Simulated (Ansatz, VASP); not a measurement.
Two plane-wave programs on GaP

Contents of INCAR:

```
  PREC = Accurate
  ENCUT = 520
  EDIFF = 1E-6
  ISMEAR = 0
  SIGMA = 0.05
  LREAL = F
  LASPH = T
  NELM = 60
  ALGO = Normal
  ISIF = 2
  LWAVE = F
  LCHARG = F
  GGA = PS
  NBANDS = 16
```

The input KPOINTS:

```
regular mesh
0
Gamma
  10 10 10
```

File POSCAR:

```
GaP
1.0
    0.0000000000      2.6824926352      2.6824926352
    2.6824926352      0.0000000000      2.6824926352
    2.6824926352      2.6824926352      0.0000000000
Ga P
1 1
Direct
    0.0000000000      0.0000000000      0.0000000000
    0.7500000000      0.7500000000      0.7500000000
```

Input for Ansatz:

```yaml
crystal:
  lattice:
    - [0.0, 2.6824926352, 2.6824926352]
    - [2.6824926352, 0.0, 2.6824926352]
    - [2.6824926352, 2.6824926352, 0.0]
  atoms:
    - { symbol: Ga, position: [0.0, 0.0, 0.0] }
    - { symbol: P, position: [0.75, 0.75, 0.75] }
basis:
  ecutwfc: 420
  ecutrho_ratio: 4
kpoints:
  mp_grid: { grid: [10, 10, 10] }
hamiltonian:
  xc: pbesol
scf:
  occupations: { method: gaussian, width: 0.05 }
output:
  forces: true
  stress: true
  eigenvalues: true
```

Alike in both runs: task single point; functional PBEsol; k mesh 10 × 10 × 10; occupations gaussian, width 0.05 eV; no spin polarisation.

|  | VASP | Ansatz |
| --- | --- | --- |
| version | VASP 6.6.1 | Ansatz 0.2.0 |
| potentials or method | VASP PAW PBE potentials, release 64 (Ga_d, P), cutoff 520 eV | scalar-relativistic, plane waves, PAW |
| valence electrons in the cell | 18 | 18 |

```tsv
	VASP	Ansatz	Ansatz less VASP
gap on the k mesh at the Fermi level (eV)	1.40	1.40	-0.002
least direct gap on the mesh (eV)	2.14	2.14	-0.009
pressure (GPa)	3.7	3.8	+0.11
```

VASP's potentials were made for PBE, not for PBEsol. The functional is the same, so the differences come from potentials, cutoffs and numerics.
